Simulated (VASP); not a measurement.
# Si11O24 (a cell with a defect) in VASP: further runs

Runs on Si11O24 (a cell with a defect). Level: PBE. Tasks: single point.

Program: VASP 6.6.1. These are calculated values, not measurements. Logs are shortened: lines on timing, memory, paths and dates and some standing lists are left out, and cuts for length are marked.

## Step 1: The cell of the first run

The cell holds a defect, 35 atoms: a = 7.325 Å, b = 7.325 Å, c = 9.830 Å, α = 70.40°, β = 70.40°, γ = 71.05°.

## Step 2: Single point, PBE

File INCAR:

```
SYSTEM = Si11O24
PREC = Accurate
ENCUT = 520
EDIFF = 1E-6
ISMEAR = 0
SIGMA = 0.05
LREAL = Auto
LASPH = .TRUE.
NELM = 120
ALGO = Normal
ISIF = 2
LWAVE = .FALSE.
LCHARG = .FALSE.
GGA = PE
NBANDS = 117
NELECT = 190.0
GGA_COMPAT = .FALSE.
```

File KPOINTS:

```
Automatic mesh
0
G
  2 2 1
  0 0 0
```

File POSCAR:

```
Si11O24
1.0
   -2.4574830000      4.2564860000      5.4313010000
    4.9149660000      0.0000000000      5.4313010000
    4.9149660000      8.5129710000      0.0000000000
Si O
11 24
Direct
   -0.0044344787     -0.0003090937      0.2648679350
    0.5647943787      0.1086217285      0.9476650086
    0.9245321798      0.3968622242      0.0439531766
    0.0055269347     -0.0013566863      0.7703553869
    0.5624090785      0.1046200210      0.4458080711
    0.9338744036      0.4011274696      0.5332012988
    0.4968164937      0.5014428180      0.5161870139
    0.0767607274      0.6068152842      0.1980813111
    0.4279542317      0.9030562642      0.2807965483
    0.0624675611      0.5960599275      0.7078084108
    0.4498809558      0.8761384367      0.7834735098
    0.4380290076      0.3283322710      0.9584351056
    0.1878296009      0.9186623520      0.3364386752
    0.5233253595      0.9344878602      0.1043860822
    0.0549203386      0.1716181374      0.1143583032
    0.9850450953      0.5684838210      0.0822672089
    0.3007654145      0.6253581484      0.1455635583
    0.4550184100      0.3255474925      0.4738283765
    0.2032043505      0.9168221400      0.8326333439
    0.5098761039      0.9354725070      0.5985721226
    0.0398571582      0.1797862933      0.6187120204
    0.9785654117      0.5695599588      0.5832831171
    0.3036027557      0.5728449589      0.6439639622
    0.9355477239      0.8235820763      0.2353162534
    0.6944520783      0.4192647788      0.5796026471
    0.0232104363      0.4312160026      0.3553575864
    0.5345584438      0.6841215874      0.3696912089
    0.4699916723      0.0745460501      0.3292726619
    0.8033511847      0.0839560839      0.3910389414
    0.9672812202      0.8233809398      0.7232769336
    0.6973383735      0.3872418415      0.1148293845
    0.0141697093      0.4293199300      0.8616612199
    0.5789017265      0.6594474383      0.8425054745
    0.5021500617      0.0490683817      0.8254959345
    0.8106031965      0.0765948555      0.8936951068
```

Potentials or basis: VASP PAW PBE potentials, release 64 (Si, O).

The run is started by

```
cat potpaw_PBE.64/Si/POTCAR potpaw_PBE.64/O/POTCAR > POTCAR
mpirun -np 1 vasp_std > vasp.out
```

OUTCAR:

```text
SYSTEM = Si11O24
   PREC = Accurate
   ENCUT = 520
   EDIFF = 1E-6
   ISMEAR = 0
   LREAL = Auto
   LASPH = .TRUE.
   NELM = 120
   ISIF = 2
   GGA = PE
   NELECT = 190.0

 ion  position               nearest neighbor table
   1  0.996  1.000  0.265-  15 1.62  24 1.63  13 1.63  29 1.64   8 2.99   3 3.00   9 3.06   5 3.06

   2  0.565  0.109  0.948-  12 1.59  34 1.64  14 1.65  35 1.66   9 3.08   4 3.10  11 3.15
   3  0.925  0.397  0.044-  31 1.59  16 1.65  32 1.65  15 1.66   1 3.00  10 3.09   8 3.12
   4  0.006  0.999  0.770-  35 1.62  19 1.62  30 1.63  21 1.64  10 3.08   2 3.10   6 3.10  11 3.12
[... 23 lines left out ...]
  22  0.979  0.570  0.583-   6 1.63  10 1.63
  23  0.304  0.573  0.644-   7 1.62  10 1.64
  24  0.936  0.824  0.235-   1 1.63   8 1.67
  25  0.694  0.419  0.580-   7 1.62   6 1.63
  26  0.023  0.431  0.355-   6 1.61   8 1.67
  27  0.535  0.684  0.370-   7 1.62   9 1.63
  28  0.470  0.075  0.329-   5 1.61   9 1.63
  29  0.803  0.084  0.391-   5 1.63   1 1.64
  30  0.967  0.823  0.723-  10 1.62   4 1.63
  31  0.697  0.387  0.115-   3 1.59
  32  0.014  0.429  0.862-  10 1.61   3 1.65
  33  0.579  0.659  0.843-  11 1.59
  34  0.502  0.049  0.825-  11 1.64   2 1.64
  35  0.811  0.077  0.894-   4 1.62   2 1.66

  LATTYP: Found a base centered monoclinic cell.
 ALAT       =    11.9227940506
 B/A-ratio  =     0.7140080661
 C/A-ratio  =     0.8244654823
 COS(beta)  =    -0.4122327775

  Lattice vectors:

 A1 = (   2.4574830000,  -4.2564860000,  -5.4313010000)
 A2 = (  -4.9149660000,   0.0000000000,  -5.4313010000)
 A3 = (   4.9149660000,   8.5129710000,   0.0000000000)

Analysis of symmetry for initial positions (statically):
=====================================================================
 Subroutine PRICEL returns:
 Original cell was already a primitive cell.

 Routine SETGRP: Setting up the symmetry group for a
 base centered monoclinic supercell.

 Subroutine GETGRP returns: Found  1 space group operations
 (whereof  1 operations were pure point group operations)
 out of a pool of  4 trial point group operations.

The static configuration has the point symmetry C_1 .

Analysis of symmetry for dynamics (positions and initial velocities):
=====================================================================
 Subroutine PRICEL returns:
 Original cell was already a primitive cell.

 Routine SETGRP: Setting up the symmetry group for a
[... 172 lines left out ...]
   EDIFFG = 0.1E-04   stopping-criterion for IOM
   NSW    =      0    number of steps for IOM
   IBRION =     -1    ionic relax: 0-MD 1-quasi-New 2-CG
   NFREE  =      0    steps in history (QN), initial steepest desc. (CG)
   ISIF   =      2    stress and relaxation
   ISYM   =      2    0-nonsym 1-usesym 2-fastsym
   POTIM  = 0.5000    time-step for ionic-motion
   TEBEG  =    0.0;   TEEND  =   0.0 temperature during run
   PSTRESS=    0.0 pullay stress
   NELECT =     190.0000    total number of electrons
   NUPDOWN=      -1.0000    fix difference up-down
   EMIN   =  10.00;   EMAX   =-10.00  energy-range for DOS
   EFERMI =   0.00;   METHOD = LEGACY
   ISMEAR =     0;   SIGMA  =   0.05  broadening in eV -4-tet -1-fermi 0-gaus
   EFERMI_NEDOS =   21; number of points for ismear=-14 and -15
   IALGO  =     38    algorithm
   IMIX   =      4    mixing-type and parameters
     AMIX     =   0.40;   BMIX     =  1.00
     AMIX_MAG =   1.60;   BMIX_MAG =  1.00
  volume/ion in A,a.u.               =      12.99        87.63
  Fermi-wavevector in a.u.,A,eV,Ry     =   1.224092  2.313199 20.386998  1.498402
  Thomas-Fermi vector in A             =   2.359179
   LORBIT       =      0    0 simple, 1 ext, 2 COOP (PROOUT), +10 PAW based schemes
   GGA     = PE    functional components
   LHFCALC =     F    Hartree Fock is set to
   AEXX    =    0.0000 exact exchange contribution
   IVDW    =     0    specifies the selected vdW correction
   LEPSILON=     F    determine dielectric tensor
   LRPA    =     F    only Hartree local field effects (RPA)
 non-spin polarized calculation
 Gauss-broadening in eV      SIGMA  =   0.05
  energy-cutoff  :      520.00
  volume of cell :      454.50
 maximum number of plane-waves:     12284
   NGX = 27   NGY = 27   NGZ = 37

 number of electron     190.0000005 magnetization

 Free energy of the ion-electron system (eV)
  ---------------------------------------------------
  ext. energy  EPLUGINS =         0.00000000
  ---------------------------------------------------
  free energy    TOTEN  =      -259.08846780 eV

  energy without entropy =     -259.04866192  energy(sigma->0) =     -259.06856486

 E-fermi :   1.9409     XC(G=0):  -9.1821

 val. band max:        1.9160983893   @ k =   0.0000   0.0000   0.0000
 cond. band min:       1.9428381143   @ k =   0.5000   0.5000   0.0000
 fundamental gap:      0.0267397250
 Fermi energy:         1.9409256141

 k-point     1 :       0.0000    0.0000    0.0000
  band No.  band energies     occupation
      1     -19.0152      2.00000
      2     -18.5783      2.00000
      3     -18.2617      2.00000
      4     -18.1476      2.00000
      5     -18.0118      2.00000
      6     -17.9265      2.00000
[... 429 lines left out ...]
    106       9.8409      0.00000
    107       9.9104      0.00000
 [bands above 107 left out]

------------------------ aborting loop because EDIFF is reached ----------------------------------------

  FORCE on cell =-STRESS in cart. coord.  units (eV):
  Direction    XX          YY          ZZ          XY          YZ          ZX
  --------------------------------------------------------------------------------------
  -------------------------------------------------------------------------------------
  Total       21.6323243     21.3998959     18.5372471      0.4213433     -0.6528251      1.2612783
  in kB       76.2567364     75.4373964     65.3461898      1.4852895     -2.3012927      4.4461690
  external PRESSURE =      72.3467742 kB  Pullay stress =       0.0000000 kB

 VOLUME and BASIS-vectors are now :
 -----------------------------------------------------------------------------
  energy-cutoff  :      520.00
  volume of cell :      454.50
      direct lattice vectors                 reciprocal lattice vectors
    -2.457483000  4.256486000  5.431301000    -0.101730101  0.058733900  0.092058972
     4.914966000  0.000000000  5.431301000     0.101730101 -0.058733900  0.092058977
     4.914966000  8.512971000  0.000000000     0.050865056  0.088100850 -0.046029491

 POSITION                                       TOTAL-FORCE (eV/Angst)
 -----------------------------------------------------------------------------------
      3.76868      6.49242     10.83684         0.012237      0.048080      0.000448
      3.80364     10.47148      3.65753        -0.075547      0.043440     -0.021237
     -0.10543      4.30943      7.17689        -0.062174     -0.011336      0.109619
      8.68099      6.58154      5.45395        -0.003754      0.002865     -0.008193
      1.32322      6.18904      3.62284         0.014806     -0.028590     -0.004106
      2.29721      8.51415      7.25080        -0.008721      0.009318     -0.003809
[... 27 lines left out ...]
      3.06443      9.16482      2.99383        -0.004800      0.016509      0.010379
      2.77690     11.05832      4.81864         0.010197     -0.008223      0.007168
 -----------------------------------------------------------------------------------
    total drift:                                0.007454      0.013100     -0.008187

  FREE ENERGIE OF THE ION-ELECTRON SYSTEM (eV)
  ---------------------------------------------------
  free  energy   TOTEN  =      -259.0884678009 eV

  energy  without entropy=     -259.0486619171  energy(sigma->0) =     -259.06856486
```

OSZICAR:

```text
N       E                     dE             d eps       ncg     rms          rms(c)
DAV:   1     0.124589217857E+04    0.12459E+04   -0.10117E+05   952   0.151E+03
DAV:   2    -0.196117806632E+03   -0.14420E+04   -0.14164E+04  1129   0.345E+02
DAV:   3    -0.293901818720E+03   -0.97784E+02   -0.97102E+02  1096   0.966E+01
[... 24 lines left out ...]
DAV:  28    -0.259088488001E+03    0.66204E-06   -0.42856E-04  1136   0.265E-02    0.102E-01
DAV:  29    -0.259088465231E+03    0.22769E-04   -0.22751E-04  1120   0.175E-02    0.247E-02
DAV:  30    -0.259088468581E+03   -0.33497E-05   -0.12226E-05   904   0.819E-03    0.223E-02
DAV:  31    -0.259088467403E+03    0.11776E-05   -0.13836E-05   768   0.574E-03    0.106E-02
DAV:  32    -0.259088467801E+03   -0.39754E-06   -0.88580E-07   568   0.287E-03
   1 F= -.25908847E+03 E0= -.25906856E+03  d E =-.398059E-01
```

stdout:

```text
POSCAR found type information on POSCAR SiO
 POSCAR found :  2 types and      35 ions
 scaLAPACK will be used
 LDA part: xc-table for (Slater+PW92), standard interpolation
 -----------------------------------------------------------------------------
|                                                                             |
[... 14 lines left out ...]
|                                                                             |
 -----------------------------------------------------------------------------

 POSCAR, INCAR and KPOINTS ok, starting setup
 FFT: planning ... GRIDC
 FFT: planning ... GRID_SOFT
 FFT: planning ... GRID
 WAVECAR not read
 entering main loop
 the old and the new charge density differ
 old charge density:   188.00000 new  190.00000
    0.479E+01
```

It took 20 min on 1 thread of Oxide Virtual Turin-like, shared host; peak memory 0.52 GiB.

What came out:

```
Free energy   : -259.0885 eV
Largest force : 0.143 eV/Å
```

Forces on the atoms (eV/Å):
```
Si   0.012  0.048  0.000
Si  -0.076  0.043 -0.021
Si  -0.062 -0.011  0.110
Si  -0.004  0.003 -0.008
Si   0.015 -0.029 -0.004
Si  -0.009  0.009 -0.004
Si   0.024  0.021  0.013
Si   0.022 -0.056 -0.111
Si  -0.026 -0.004  0.002
Si   0.019 -0.038  0.022
Si   0.053 -0.063  0.018
O    0.107 -0.052  0.029
O    0.001 -0.007  0.000
O   -0.002 -0.012  0.001
O   -0.011 -0.003  0.025
O   -0.008  0.009 -0.008
O   -0.051  0.055  0.122
O   -0.011  0.022  0.006
O   -0.013 -0.003 -0.001
O    0.008  0.010 -0.004
O    0.007  0.003 -0.010
O   -0.006  0.003 -0.014
O   -0.004 -0.018 -0.011
O   -0.014 -0.007 -0.023
O   -0.014 -0.006  0.014
O    0.000 -0.030  0.039
O    0.019  0.003 -0.006
O   -0.007  0.002 -0.007
O    0.009 -0.002 -0.012
O    0.018  0.013 -0.005
O    0.073 -0.013 -0.114
O    0.015  0.031 -0.015
O   -0.093  0.070 -0.036
O   -0.005  0.017  0.010
O    0.010 -0.008  0.007
```

Caveat: the k points lie up to 0.70 Å⁻¹ apart; the cell carries a net charge on a neutralising background, which shifts energy and pressure; the cell is charged against a uniform background, so pressure and absolute levels hang on convention.

[end of part 1 of 2]
